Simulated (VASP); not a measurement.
# CrO2 (R-3m) in VASP: single point with PBE

Aim: the single point of CrO2 with PBE.

Everything below comes from runs of VASP 6.6.1. Logs are shortened: lines on timing, memory, paths and dates and some standing lists are left out, and cuts for length are marked.

## (1) The cell of the first run

Symmetry: R-3m, No. 166, trigonal system. Conventional cell: a = 2.919 Å, b = 2.919 Å, c = 14.077 Å, α = 90.00°, β = 90.00°, γ = 120.00°. Within 2.5 Å of Cr (site symmetry -3m) lie 6 O at 1.91 Å. Within 2.5 Å of O (site symmetry 3m) lie 3 Cr at 1.91 Å and 3 O at 2.47 Å.

## (2) Single point, PBE, collinear spin, ferromagnetic start

Contents of INCAR:

```
ALGO = Normal ; EDIFF = 1E-6
ENCUT = 700 ; GGA = PE
GGA_COMPAT = False ; ISIF = 2
ISMEAR = -1 ; ISPIN = 2
LASPH = True ; LCHARG = False
LMAXMIX = 4 ; LORBIT = 11
LREAL = False ; LWAVE = False
MAGMOM = 3 0 0 ; NBANDS = 24
NELM = 200 ; PREC = Accurate
SIGMA = 0.05
```

Contents of KPOINTS:

```
k-points
0
Gamma
  10 10 10
```

Contents of POSCAR:

```
CrO2
1.0
    1.4595519522      0.8426727125      4.6921722044
   -1.4595519522      0.8426727125      4.6921722044
    0.0000000000     -1.6853454250      4.6921722044
Cr O
1 2
Direct
    0.5000000000      0.5000000000      0.5000000000
    0.2309180000      0.2309180000      0.2309180000
    0.7690820000      0.7690820000      0.7690820000
```

Potentials or basis: VASP PAW PBE potentials, release 64 (Cr_sv, O).

Started as:

```
> cat potpaw_PBE.64/Cr_sv/POTCAR potpaw_PBE.64/O/POTCAR > POTCAR
> mpirun -np 1 vasp_std > vasp.out
```

OUTCAR:

```text
EDIFF = 1E-6
   ENCUT = 700
   GGA = PE
   ISIF = 2
   ISMEAR = -1
   ISPIN = 2
   LASPH = True
   LORBIT = 11
   LREAL = False
   NELM = 200
   PREC = Accurate

 ion  position               nearest neighbor table
   1  0.500  0.500  0.500-   2 1.91   2 1.91   3 1.91   3 1.91   2 1.91   3 1.91
   2  0.231  0.231  0.231-   1 1.91   1 1.91   1 1.91
   3  0.769  0.769  0.769-   1 1.91   1 1.91   1 1.91

  LATTYP: Found a trigonal (rhomboedric) cell.
 ALAT       =     4.9856663744
 COS(alpha) =     0.8285953163

  Lattice vectors:

 A1 = (   1.4595519522,   0.8426727125,   4.6921722044)
 A2 = (  -1.4595519522,   0.8426727125,   4.6921722044)
 A3 = (   0.0000000000,  -1.6853454250,   4.6921722044)

Analysis of symmetry for initial positions (statically):
=====================================================================
 Subroutine PRICEL returns:
 Original cell was already a primitive cell.

 Routine SETGRP: Setting up the symmetry group for a
 trigonal (rhombohedral) supercell.

 Subroutine GETGRP returns: Found 12 space group operations
 (whereof 12 operations were pure point group operations)
 out of a pool of 12 trial point group operations.

The static configuration has the point symmetry D_3d.

Analysis of symmetry for dynamics (positions and initial velocities):
=====================================================================
 Subroutine PRICEL returns:
 Original cell was already a primitive cell.

 Routine SETGRP: Setting up the symmetry group for a
 trigonal (rhombohedral) supercell.

 Subroutine GETGRP returns: Found 12 space group operations
 (whereof 12 operations were pure point group operations)
 out of a pool of 12 trial point group operations.

The dynamic configuration has the point symmetry D_3d.

Analysis of structural, dynamic, and magnetic symmetry:
=====================================================================
 Subroutine PRICEL returns:
 Original cell was already a primitive cell.

 Routine SETGRP: Setting up the symmetry group for a
 trigonal (rhombohedral) supercell.

 Subroutine GETGRP returns: Found 12 space group operations
 (whereof 12 operations were pure point group operations)
 out of a pool of 12 trial point group operations.

The overall configuration has the point symmetry D_3d.

 Subroutine INISYM returns: Found 12 space group operations
 (whereof 12 operations are pure point group operations),
 and found     1 'primitive' translations

----------------------------------------------------------------------------------------

                                     Primitive cell

  volume of cell :      34.6261

  direct lattice vectors                    reciprocal lattice vectors
     1.459551952  0.842672712  4.692172204     0.342570882  0.197783391  0.071040303
    -1.459551952  0.842672712  4.692172204    -0.342570882  0.197783391  0.071040303
     0.000000000 -1.685345425  4.692172204     0.000000000 -0.395566782  0.071040303

  length of vectors
     4.985666374  4.985666374  4.985666374     0.401895265  0.401895265  0.401895265

  position of ions in fractional coordinates (direct lattice)
     0.500000000  0.500000000  0.500000000
     0.230918000  0.230918000  0.230918000
     0.769082000  0.769082000  0.769082000

  ion indices of the primitive-cell ions
   primitive index   ion index
                 1           1
                 2           2
                 3           3

----------------------------------------------------------------------------------------

 KPOINTS: k-points

Automatic generation of k-mesh.
 Grid dimensions read from file:
 generate k-points for:   10   10   10

 Generating k-lattice:

  Cartesian coordinates                     Fractional coordinates (reciprocal lattice)
     0.034257088  0.019778339  0.007104030     0.100000000  0.000000000  0.000000000
    -0.034257088  0.019778339  0.007104030     0.000000000  0.100000000  0.000000000
     0.000000000 -0.039556678  0.007104030     0.000000000  0.000000000  0.100000000

  Length of vectors
     0.040189526  0.040189526  0.040189526

  Shift w.r.t. Gamma in fractional coordinates (k-lattice)
     0.000000000  0.000000000  0.000000000

 Subroutine IBZKPT returns following result:
 ===========================================

 Found    116 irreducible k-points:

 Following reciprocal coordinates:
            Coordinates               Weight
  0.000000  0.000000  0.000000      1.000000
  0.100000 -0.000000 -0.000000      6.000000
  0.200000 -0.000000 -0.000000      6.000000
  0.300000 -0.000000 -0.000000      6.000000
  0.400000  0.000000  0.000000      6.000000
  0.500000 -0.000000 -0.000000      3.000000
[... 16 lines left out ...]
  0.300000  0.300000 -0.000000      6.000000
  0.400000  0.300000  0.000000     12.000000
 [... further k-points ...]
   k-points           NKPTS =    116   k-points in BZ     NKDIM =    116   number of bands    NBANDS=     24
   number of dos      NEDOS =    301   number of ions     NIONS =      3
   total plane-waves  NPLWV = 110592
   dimension x,y,z NGX =    48 NGY =   48 NGZ =   48
   dimension x,y,z NGXF=    96 NGYF=   96 NGZF=   96
   ions per type =               1   2
   NGX,Y,Z   is equivalent  to a cutoff of  16.01, 16.01, 16.01 a.u.
   NGXF,Y,Z  is equivalent  to a cutoff of  32.01, 32.01, 32.01 a.u.
 SYSTEM =  unknown system
   PREC   = accura    normal or accurate (medium, high low for compatibility)
   ISTART =      0    job   : 0-new  1-cont  2-samecut
   ICHARG =      2    charge: 1-file 2-atom 10-const
   ISPIN  =      2    spin polarized calculation?
   LNONCOLLINEAR =      F non collinear calculations
   LSORBIT =      F    spin-orbit coupling
   LASPH  =      T    aspherical Exc in radial PAW
   ENCUT  =  700.0 eV  51.45 Ry    7.17 a.u.  10.76 10.76 10.76*2*pi/ulx,y,z
   NELM   =    200;   NELMIN=  2; NELMDL= -5     # of ELM steps
   EDIFF  = 0.1E-05   stopping-criterion for ELM
   LREAL  =      F    real-space projection
   EDIFFG = 0.1E-04   stopping-criterion for IOM
   NSW    =      0    number of steps for IOM
   IBRION =     -1    ionic relax: 0-MD 1-quasi-New 2-CG
   NFREE  =      0    steps in history (QN), initial steepest desc. (CG)
   ISIF   =      2    stress and relaxation
   ISYM   =      2    0-nonsym 1-usesym 2-fastsym
   POTIM  = 0.5000    time-step for ionic-motion
   TEBEG  =    0.0;   TEEND  =   0.0 temperature during run
   PSTRESS=    0.0 pullay stress
   NELECT =      26.0000    total number of electrons
   NUPDOWN=      -1.0000    fix difference up-down
   EMIN   =  10.00;   EMAX   =-10.00  energy-range for DOS
   EFERMI =   0.00;   METHOD = LEGACY
   ISMEAR =    -1;   SIGMA  =   0.05  broadening in eV -4-tet -1-fermi 0-gaus
   EFERMI_NEDOS =   21; number of points for ismear=-14 and -15
   IALGO  =     38    algorithm
   IMIX   =      4    mixing-type and parameters
     AMIX     =   0.40;   BMIX     =  1.00
     AMIX_MAG =   1.60;   BMIX_MAG =  1.00
  volume/ion in A,a.u.               =      11.54        77.89
  Fermi-wavevector in a.u.,A,eV,Ry     =   1.487983  2.811881 30.124581  2.214094
  Thomas-Fermi vector in A             =   2.601075
   LORBIT       =     11    0 simple, 1 ext, 2 COOP (PROOUT), +10 PAW based schemes
   GGA     = PE    functional components
   LHFCALC =     F    Hartree Fock is set to
   AEXX    =    0.0000 exact exchange contribution
   IVDW    =     0    specifies the selected vdW correction
   LEPSILON=     F    determine dielectric tensor
   LRPA    =     F    only Hartree local field effects (RPA)
 spin polarized calculation
  energy-cutoff  :      700.00
  volume of cell :       34.63
 maximum number of plane-waves:      1469
 NGX is ok and might be reduce to    48
   NGX = 21   NGY = 21   NGZ = 21

 number of electron      26.0000000 magnetization       2.0000060

 Free energy of the ion-electron system (eV)
  ---------------------------------------------------
  ext. energy  EPLUGINS =         0.00000000
  ---------------------------------------------------
  free energy    TOTEN  =       -24.85797965 eV

  energy without entropy =      -24.84395734  energy(sigma->0) =      -24.85096849

 E-fermi :   4.3726     XC(G=0): -10.4410

 val. band max:        4.3722013324   @ k =   0.5000   0.1000   0.1000
 cond. band min:       4.3751972010   @ k =   0.4000   0.0000   0.0000
 fundamental gap:      0.0029958687
 Fermi energy:         4.3725587814

 spin component 1

 k-point     1 :       0.0000    0.0000    0.0000
  band No.  band energies     occupation
      1     -69.0338      1.00000
      2     -40.3227      1.00000
      3     -40.2384      1.00000
      4     -40.2384      1.00000
      5     -15.2939      1.00000
      6     -12.9359      1.00000
[... 16 lines left out ...]
     23      24.9080      0.00000
     24      26.8792      0.00000
[... 598 lines left out ...]
      2     -40.4239      1.00000
      3     -40.2928      1.00000
      4     -40.2871      1.00000
      5     -14.0667      1.00000
      6     -13.4502      1.00000
[... 16 lines left out ...]
     23      24.4962      0.00000
     24      25.1706      0.00000

 [... further k-points ...]

 spin component 2

 k-point     1 :       0.0000    0.0000    0.0000
  band No.  band energies     occupation
      1     -66.7685      1.00000
      2     -38.0557      1.00000
      3     -38.0557      1.00000
      4     -38.0218      1.00000
      5     -15.3104      1.00000
      6     -13.0195      1.00000
[... 16 lines left out ...]
     23      25.3653      0.00000
     24      27.4706      0.00000
[... 598 lines left out ...]
      2     -38.2676      1.00000
      3     -38.1147      1.00000
      4     -37.9806      1.00000
      5     -14.1084      1.00000
      6     -13.5181      1.00000
[... 16 lines left out ...]
     23      24.8281      0.00000
     24      25.6306      0.00000

 [... further k-points ...]
[... 5 lines left out ...]
  --------------------------------------------------------------------------------------
  -------------------------------------------------------------------------------------
  Total        0.1438651      0.1438651      0.9747752      0.0000000      0.0000000      0.0000000
  in kB        6.6567522      6.6567522     45.1036164      0.0000000      0.0000000      0.0000000
  external PRESSURE =      19.4723736 kB  Pullay stress =       0.0000000 kB

 VOLUME and BASIS-vectors are now :
 -----------------------------------------------------------------------------
  energy-cutoff  :      700.00
  volume of cell :       34.63
      direct lattice vectors                 reciprocal lattice vectors
     1.459551952  0.842672712  4.692172204     0.342570882  0.197783391  0.071040303
    -1.459551952  0.842672712  4.692172204    -0.342570882  0.197783391  0.071040303
     0.000000000 -1.685345425  4.692172204     0.000000000 -0.395566782  0.071040303

 POSITION                                       TOTAL-FORCE (eV/Angst)
 -----------------------------------------------------------------------------------
      0.00000      0.00000      7.03826         0.000000      0.000000     -0.000000
      0.00000      0.00000      3.25052         0.000000     -0.000000      0.478063
      0.00000      0.00000     10.82600         0.000000      0.000000     -0.478063
 -----------------------------------------------------------------------------------
    total drift:                                0.000000      0.000000      0.000000

  FREE ENERGIE OF THE ION-ELECTRON SYSTEM (eV)
  ---------------------------------------------------
  free  energy   TOTEN  =       -24.8579796484 eV

  energy  without entropy=      -24.8439573406  energy(sigma->0) =      -24.85096849

 total charge

# of ion       s       p       d       tot
------------------------------------------
    1        2.152   6.048   3.402  11.603
    2        1.575   3.442   0.000   5.017
    3        1.575   3.442   0.000   5.017
--------------------------------------------------
tot          5.303  12.932   3.402  21.637

 magnetization (x)

# of ion       s       p       d       tot
------------------------------------------
    1        0.014   0.009   1.926   1.949
    2       -0.001  -0.066   0.000  -0.067
    3       -0.001  -0.066   0.000  -0.067
--------------------------------------------------
tot          0.012  -0.124   1.926   1.815
```

Wall time 41 min (1 thread of AMD EPYC 7R43 (Zen 3), shared host); peak memory 0.49 GiB.

Results:

```
Free energy                                           : -24.8580 eV
Pressure                                              : 1.9 GPa
Largest force                                         : 0.478 eV/Å
Band gap on the k mesh                                : zero (filled and empty bands overlap)
Net moment                                            : 2.00 μB per cell
Site moments                                          : Cr +1.95; O -0.07 μB
Valence electrons inside the program's atomic spheres : Cr 11.60; O 5.02
```

Forces on the atoms (eV/Å):
```
Cr   0.000  0.000  0.000
O    0.000  0.000  0.478
O    0.000  0.000 -0.478
```

Stress tensor (GPa, compression positive):
```
0.67 0.00 0.00
0.00 0.67 0.00
0.00 0.00 4.51
```

Levels at points of the mesh, in eV from the Fermi level:
Spin up:
| k point | band 12 | band 13 | band 14 | band 15 | band 16 | band 17 |
| --- | --- | --- | --- | --- | --- | --- |
| (0.00, 0.00, 0.00) | -1.50 | -1.29 | -1.29 | 0.78 | 3.85 | 3.85 |
| (0.50, 0.00, 0.00) | -2.27 | -0.71 | -0.65 | -0.01 | 2.89 | 3.60 |
| (0.50, 0.50, 0.00) | -2.02 | -0.79 | -0.65 | -0.10 | 3.01 | 3.65 |
| (0.50, 0.50, 0.50) | -1.71 | -1.29 | -1.29 | 0.86 | 3.86 | 3.86 |
Spin down:
```tsv
k point	band 8	band 9	band 10	band 11	band 12	band 13	band 14	band 15	band 16	band 17
(0.00, 0.00, 0.00)	-5.49	-5.49	-1.76	-1.76	-1.63	1.09	1.09	2.79	4.77	4.77
(0.50, 0.00, 0.00)	-4.51	-4.50	-3.46	-3.16	-2.35	1.50	1.91	2.05	3.96	4.54
(0.50, 0.50, 0.00)	-4.74	-4.46	-3.23	-2.99	-2.11	1.33	1.91	2.05	4.03	4.58
(0.50, 0.50, 0.50)	-5.47	-4.88	-2.69	-1.80	-1.80	1.09	1.09	2.76	4.78	4.78
```

Caveat: a cell with one magnetic atom can't hold antiferromagnetic order, which such compounds often take; semilocal functionals often make such compounds metallic where correlation or magnetic order opens a gap, which also shifts bond lengths.
